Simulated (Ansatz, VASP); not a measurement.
# One calculation of BaBe4Ag, two programs

```xyz
6
Lattice="0.0000 3.4576 3.4576 3.4576 0.0000 3.4576 3.4576 3.4576 0.0000" Properties=species:S:1:pos:R:3 pbc="T T T"
Ba    0.0000    0.0000    0.0000
Be    4.3220    2.5932    4.3220
Be    4.3220    4.3220    2.5932
Be    2.5932    2.5932    2.5932
Be    2.5932    4.3220    4.3220
Ag    5.1864    5.1864    5.1864
```

Alike in both runs: task relaxation of cell and atoms; functional PBE; k mesh 4 × 4 × 4; occupations gaussian, width 0.1 eV; no spin polarisation.

|  | VASP | Ansatz |
| --- | --- | --- |
| version | VASP 6.6.1 | Ansatz 0.2.0 |
| potentials or method | VASP PAW PBE potentials, release 64 (Ba_sv, Be, Ag_sv_GW), cutoff 630 eV | scalar-relativistic, plane waves, PAW |
| valence electrons in the cell | 37 | 37 |

|  | VASP | Ansatz | Ansatz less VASP |
| --- | --- | --- | --- |
| gap on the k mesh at the Fermi level, each at its own relaxed structure (eV) | none | none | - |
| relaxed volume (Å³/atom) | 16.12 | 15.96 | -0.159 |
| relaxed length of the cell vector where the two differ most in proportion (Å) | 5.152 | 5.135 | -0.0170 |

A gap of «none» marks a metal or a gap that the smearing closes.

The k mesh is coarse, so the values compare programs but aren't converged. Neither program's run includes spin-orbit coupling. Noted on VASP's run: the volume moved by over 15 % at a fixed basis, so the end points are rough.
